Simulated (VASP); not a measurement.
# CaI3 (P4/mmm) in VASP: single point with PBE

Aim: the single point of CaI3 with PBE.

Program: VASP 6.6.1. These are calculated values, not measurements. Logs are shortened: lines on timing, memory, paths and dates and some standing lists are left out, and cuts for length are marked.

### 1 The cell of the first run

The structure is tetragonal, space group P4/mmm (No. 123). The conventional cell has a = 4.478 Å, b = 4.478 Å, c = 10.654 Å, α = 90.00°, β = 90.00°, γ = 90.00°. Within 4.0 Å of Ca (site symmetry 4/mmm) lie 6 I at 3.04 to 3.17 Å. Within 4.0 Å of I (site symmetry 4mm) lie 1 Ca at 3.04 Å. Within 4.2 Å of I (site symmetry 4/mmm) lie 4 Ca at 3.17 Å.

The cell was built from a structure type or drawn by symmetry, and may not be a known phase.

### 2 Single point, PBE

The input, INCAR:

```
SYSTEM = CaI3
PREC     = Accurate       ! precision mode
ENCUT    = 520            ! plane-wave cutoff, eV
EDIFF    = 1E-6           ! SCF threshold, eV
ISMEAR   = 0              ! smearing method
SIGMA    = 0.1            ! smearing width, eV
LREAL    = .FALSE.        ! projectors in reciprocal space
LASPH    = .TRUE.         ! aspherical terms in the spheres
NELM     = 80             ! most SCF steps
ALGO     = Normal         ! electronic algorithm
ISIF     = 2              ! what is computed and relaxed
LWAVE    = .FALSE.        ! write WAVECAR
LCHARG   = .FALSE.        ! write CHGCAR
GGA      = PE             ! functional
NBANDS   = 24             ! bands
```

The input, KPOINTS:

```
regular mesh
0
G
  10 10 6
  0 0 0
```

The input, POSCAR:

```
CaI3
1.0
    4.4776649824      0.0000000000      0.0000000000
    0.0000000000      4.4776649824      0.0000000000
    0.0000000000      0.0000000000     10.6536575723
Ca I
1 3
Direct
    0.0000000000      0.0000000000      0.5000000000
    0.0000000000      0.0000000000      0.7850727030
    0.0000000000      0.0000000000      0.2149272970
    0.5000000000      0.5000000000      0.5000000000
```

Potentials or basis: VASP PAW PBE potentials, release 64 (Ca_sv, I).

Run with:

```
cat potpaw_PBE.64/Ca_sv/POTCAR potpaw_PBE.64/I/POTCAR > POTCAR
mpirun -np 1 vasp_std > vasp.out
```

OUTCAR:

```text
SYSTEM = CaI3
   PREC = Accurate
   ENCUT = 520
   EDIFF = 1E-6
   ISMEAR = 0
   LREAL = .FALSE.
   LASPH = .TRUE.
   NELM = 80
   ISIF = 2
   GGA = PE

 ion  position               nearest neighbor table
   1  0.000  0.000  0.500-   2 3.04   3 3.04   4 3.17   4 3.17   4 3.17   4 3.17
   2  0.000  0.000  0.785-   1 3.04
   3  0.000  0.000  0.215-   1 3.04
   4  0.500  0.500  0.500-   1 3.17   1 3.17   1 3.17   1 3.17

  LATTYP: Found a simple tetragonal cell.
 ALAT       =     4.4776649824
 C/A-ratio  =     2.3792886726

  Lattice vectors:

 A1 = (   4.4776649824,   0.0000000000,   0.0000000000)
 A2 = (   0.0000000000,   4.4776649824,   0.0000000000)
 A3 = (   0.0000000000,   0.0000000000,  10.6536575723)

Analysis of symmetry for initial positions (statically):
=====================================================================
 Subroutine PRICEL returns:
 Original cell was already a primitive cell.

 Routine SETGRP: Setting up the symmetry group for a
 simple tetragonal supercell.

 Subroutine GETGRP returns: Found 16 space group operations
 (whereof 16 operations were pure point group operations)
 out of a pool of 16 trial point group operations.

The static configuration has the point symmetry D_4h.

Analysis of symmetry for dynamics (positions and initial velocities):
=====================================================================
 Subroutine PRICEL returns:
 Original cell was already a primitive cell.

 Routine SETGRP: Setting up the symmetry group for a
 simple tetragonal supercell.

 Subroutine GETGRP returns: Found 16 space group operations
 (whereof 16 operations were pure point group operations)
 out of a pool of 16 trial point group operations.

The dynamic configuration has the point symmetry D_4h.

 Subroutine INISYM returns: Found 16 space group operations
 (whereof 16 operations are pure point group operations),
 and found     1 'primitive' translations

----------------------------------------------------------------------------------------

                                     Primitive cell

  volume of cell :     213.6003

  direct lattice vectors                    reciprocal lattice vectors
     4.477664982  0.000000000  0.000000000     0.223330688  0.000000000  0.000000000
     0.000000000  4.477664982  0.000000000     0.000000000  0.223330688  0.000000000
     0.000000000  0.000000000 10.653657572     0.000000000  0.000000000  0.093864477

  length of vectors
     4.477664982  4.477664982 10.653657572     0.223330688  0.223330688  0.093864477

  position of ions in fractional coordinates (direct lattice)
     0.000000000  0.000000000  0.500000000
     0.000000000  0.000000000  0.785072703
     0.000000000  0.000000000  0.214927297
     0.500000000  0.500000000  0.500000000

  ion indices of the primitive-cell ions
   primitive index   ion index
                 1           1
                 2           2
                 3           3
                 4           4

----------------------------------------------------------------------------------------

 KPOINTS: regular mesh

Automatic generation of k-mesh.
 Grid dimensions read from file:
 generate k-points for:   10   10    6

 Generating k-lattice:

  Cartesian coordinates                     Fractional coordinates (reciprocal lattice)
     0.022333069  0.000000000  0.000000000     0.100000000  0.000000000  0.000000000
     0.000000000  0.022333069  0.000000000     0.000000000  0.100000000  0.000000000
     0.000000000  0.000000000  0.015644080     0.000000000  0.000000000  0.166666667

  Length of vectors
     0.022333069  0.022333069  0.015644080

  Shift w.r.t. Gamma in fractional coordinates (k-lattice)
     0.000000000  0.000000000  0.000000000

 Subroutine IBZKPT returns following result:
 ===========================================

 Found     84 irreducible k-points:

 Following reciprocal coordinates:
            Coordinates               Weight
  0.000000  0.000000  0.000000      1.000000
  0.100000  0.000000  0.000000      4.000000
  0.200000  0.000000  0.000000      4.000000
  0.300000  0.000000  0.000000      4.000000
  0.400000  0.000000  0.000000      4.000000
  0.500000  0.000000  0.000000      2.000000
[... 16 lines left out ...]
  0.100000  0.000000  0.166667      8.000000
  0.200000  0.000000  0.166667      8.000000
 [... further k-points ...]
   k-points           NKPTS =     84   k-points in BZ     NKDIM =     84   number of bands    NBANDS=     24
   number of dos      NEDOS =    301   number of ions     NIONS =      4
   total plane-waves  NPLWV = 103680
   dimension x,y,z NGX =    36 NGY =   36 NGZ =   80
   dimension x,y,z NGXF=    72 NGYF=   72 NGZF=  160
   ions per type =               1   3
   NGX,Y,Z   is equivalent  to a cutoff of  13.37, 13.37, 12.48 a.u.
   NGXF,Y,Z  is equivalent  to a cutoff of  26.73, 26.73, 24.97 a.u.
 SYSTEM =  CaI3
   PREC   = accura    normal or accurate (medium, high low for compatibility)
   ISTART =      0    job   : 0-new  1-cont  2-samecut
   ICHARG =      2    charge: 1-file 2-atom 10-const
   ISPIN  =      1    spin polarized calculation?
   LNONCOLLINEAR =      F non collinear calculations
   LSORBIT =      F    spin-orbit coupling
   LASPH  =      T    aspherical Exc in radial PAW
   ENCUT  =  520.0 eV  38.22 Ry    6.18 a.u.   8.33  8.33 19.81*2*pi/ulx,y,z
   NELM   =     80;   NELMIN=  2; NELMDL= -5     # of ELM steps
   EDIFF  = 0.1E-05   stopping-criterion for ELM
   LREAL  =      F    real-space projection
   EDIFFG = 0.1E-04   stopping-criterion for IOM
   NSW    =      0    number of steps for IOM
   IBRION =     -1    ionic relax: 0-MD 1-quasi-New 2-CG
   NFREE  =      0    steps in history (QN), initial steepest desc. (CG)
   ISIF   =      2    stress and relaxation
   ISYM   =      2    0-nonsym 1-usesym 2-fastsym
   POTIM  = 0.5000    time-step for ionic-motion
   TEBEG  =    0.0;   TEEND  =   0.0 temperature during run
   PSTRESS=    0.0 pullay stress
   NELECT =      31.0000    total number of electrons
   NUPDOWN=      -1.0000    fix difference up-down
   EMIN   =  10.00;   EMAX   =-10.00  energy-range for DOS
   EFERMI =   0.00;   METHOD = LEGACY
   ISMEAR =     0;   SIGMA  =   0.10  broadening in eV -4-tet -1-fermi 0-gaus
   EFERMI_NEDOS =   21; number of points for ismear=-14 and -15
   IALGO  =     38    algorithm
   IMIX   =      4    mixing-type and parameters
     AMIX     =   0.40;   BMIX     =  1.00
     AMIX_MAG =   1.60;   BMIX_MAG =  1.00
  volume/ion in A,a.u.               =      53.40       360.36
  Fermi-wavevector in a.u.,A,eV,Ry     =   0.860323  1.625774 10.070424  0.740155
  Thomas-Fermi vector in A             =   1.977810
   LORBIT       =      0    0 simple, 1 ext, 2 COOP (PROOUT), +10 PAW based schemes
   GGA     = PE    functional components
   LHFCALC =     F    Hartree Fock is set to
   AEXX    =    0.0000 exact exchange contribution
   IVDW    =     0    specifies the selected vdW correction
   LEPSILON=     F    determine dielectric tensor
   LRPA    =     F    only Hartree local field effects (RPA)
 non-spin polarized calculation
 Gauss-broadening in eV      SIGMA  =   0.10
  energy-cutoff  :      520.00
  volume of cell :      213.60
 maximum number of plane-waves:      5808
 NGX is ok and might be reduce to    36
   NGX = 17   NGY = 17   NGZ = 39

 number of electron      30.9999996 magnetization

 Free energy of the ion-electron system (eV)
  ---------------------------------------------------
  ext. energy  EPLUGINS =         0.00000000
  ---------------------------------------------------
  free energy    TOTEN  =       -10.06329649 eV

  energy without entropy =      -10.01496781  energy(sigma->0) =      -10.03913215

 E-fermi :  -0.2688     XC(G=0):  -6.7041

 val. band max:       -0.2708821360   @ k =   0.3000   0.1000   0.3333
 cond. band min:      -0.2666718569   @ k =   0.5000   0.1000   0.1667
 fundamental gap:      0.0042102791
 Fermi energy:        -0.2688381024

 k-point     1 :       0.0000    0.0000    0.0000
  band No.  band energies     occupation
      1     -40.6547      2.00000
      2     -21.7138      2.00000
      3     -21.7138      2.00000
      4     -21.5735      2.00000
      5     -12.4443      2.00000
      6     -11.1203      2.00000
[... 16 lines left out ...]
     23       5.7144      0.00000
     24       6.5717      0.00000

 k-point     2 :       0.1000    0.0000    0.0000
  band No.  band energies     occupation
      1     -40.6547      2.00000
      2     -21.7166      2.00000
      3     -21.7133      2.00000
      4     -21.5734      2.00000
      5     -12.4225      2.00000
      6     -11.1136      2.00000
[... 16 lines left out ...]
     23       5.8291      0.00000
     24       6.6877      0.00000

 k-point     3 :       0.2000    0.0000    0.0000
  band No.  band energies     occupation
      1     -40.6545      2.00000
      2     -21.7240      2.00000
      3     -21.7120      2.00000
      4     -21.5729      2.00000
      5     -12.3641      2.00000
      6     -11.0965      2.00000
[... 16 lines left out ...]
     23       6.1340      0.00000
     24       6.6981      0.00000

 k-point     4 :       0.3000    0.0000    0.0000
  band No.  band energies     occupation
      1     -40.6542      2.00000
      2     -21.7332      2.00000
      3     -21.7104      2.00000
      4     -21.5723      2.00000
      5     -12.2891      2.00000
      6     -11.0759      2.00000
[... 16 lines left out ...]
     23       6.3575      0.00000
     24       6.4029      0.00000

 k-point     5 :       0.4000    0.0000    0.0000
  band No.  band energies     occupation
      1     -40.6540      2.00000
      2     -21.7405      2.00000
      3     -21.7092      2.00000
      4     -21.5719      2.00000
      5     -12.2260      2.00000
      6     -11.0600      2.00000
[... 451 lines left out ...]
 k-point    22 :       0.0000    0.0000    0.1667
  band No.  band energies     occupation
      1     -40.6547      2.00000
      2     -21.7138      2.00000
      3     -21.7138      2.00000
      4     -21.5735      2.00000
      5     -12.4442      2.00000
      6     -11.1174      2.00000
[... 16 lines left out ...]
     23       5.7526      0.00000
     24       6.4293      0.00000

 k-point    23 :       0.1000    0.0000    0.1667
  band No.  band energies     occupation
      1     -40.6547      2.00000
      2     -21.7166      2.00000
      3     -21.7133      2.00000
      4     -21.5734      2.00000
      5     -12.4224      2.00000
      6     -11.1104      2.00000
[... 16 lines left out ...]
     23       5.8633      0.00000
     24       6.5371      0.00000

 k-point    24 :       0.2000    0.0000    0.1667
  band No.  band energies     occupation
      1     -40.6545      2.00000
      2     -21.7240      2.00000
      3     -21.7120      2.00000
      4     -21.5729      2.00000
      5     -12.3640      2.00000
      6     -11.0925      2.00000
[... 16 lines left out ...]
     23       6.1544      0.00000
     24       6.5908      0.00000

 [... further k-points ...]
[... 5 lines left out ...]
  --------------------------------------------------------------------------------------
  -------------------------------------------------------------------------------------
  Total        0.0326165      0.0326165      0.0507709      0.0000000     -0.0000000      0.0000000
  in kB        0.2446502      0.2446502      0.3808236      0.0000000     -0.0000000      0.0000000
  external PRESSURE =       0.2900414 kB  Pullay stress =       0.0000000 kB

 VOLUME and BASIS-vectors are now :
 -----------------------------------------------------------------------------
  energy-cutoff  :      520.00
  volume of cell :      213.60
      direct lattice vectors                 reciprocal lattice vectors
     4.477664982  0.000000000  0.000000000     0.223330688  0.000000000  0.000000000
     0.000000000  4.477664982  0.000000000     0.000000000  0.223330688  0.000000000
     0.000000000  0.000000000 10.653657572     0.000000000  0.000000000  0.093864477

 POSITION                                       TOTAL-FORCE (eV/Angst)
 -----------------------------------------------------------------------------------
      0.00000      0.00000      5.32683         0.000000      0.000000      0.000000
      0.00000      0.00000      8.36390         0.000000     -0.000000      0.011621
      0.00000      0.00000      2.28976        -0.000000      0.000000     -0.011621
      2.23883      2.23883      5.32683         0.000000      0.000000      0.000000
 -----------------------------------------------------------------------------------
    total drift:                                0.000000      0.000000      0.000000

  FREE ENERGIE OF THE ION-ELECTRON SYSTEM (eV)
  ---------------------------------------------------
  free  energy   TOTEN  =       -10.0632964901 eV

  energy  without entropy=      -10.0149678125  energy(sigma->0) =      -10.03913215
```

Wall time 9.6 min (1 thread of Intel Xeon Platinum 8259CL at 2.50GHz (Skylake/Cascade Lake), shared host); peak memory 0.58 GiB.

What came out:

| Quantity | Value |
| --- | --- |
| Free energy | -10.0633 eV |
| Pressure | 0.0 GPa |
| Largest force | 0.012 eV/Å |
| Band gap on the k mesh | zero (an odd number of electrons rules out a gap without spin polarisation) |

Forces on the atoms (eV/Å):
```
Ca   0.000  0.000  0.000
I    0.000  0.000  0.012
I    0.000  0.000 -0.012
I    0.000  0.000  0.000
```

Levels at points of the mesh, in eV from the Fermi level:
```csv
k point,band 13,band 14,band 15,band 16,band 17,band 18,band 19,band 20
"(0.00, 0.00, 0.00)",-0.06,-0.06,0.05,0.05,2.31,3.49,3.76,4.53
"(0.50, 0.00, 0.00)",-0.64,-0.47,0.07,0.09,4.58,4.65,4.70,4.78
"(0.50, 0.50, 0.00)",-1.00,-0.78,-0.78,-0.45,3.72,3.72,3.94,4.79
"(0.00, 0.00, 0.50)",-0.10,-0.10,0.10,0.10,2.31,3.54,3.76,4.51
"(0.50, 0.00, 0.50)",-0.85,-0.54,0.04,0.13,4.58,4.59,4.69,4.87
"(0.50, 0.50, 0.50)",-0.97,-0.80,-0.72,-0.72,3.66,3.66,3.95,4.79
```

Caveat: spin-orbit coupling is left out, which moves the levels of the heavy elements; an odd number of electrons without spin polarisation forces a metal; a magnetic or distorted state may lie lower.
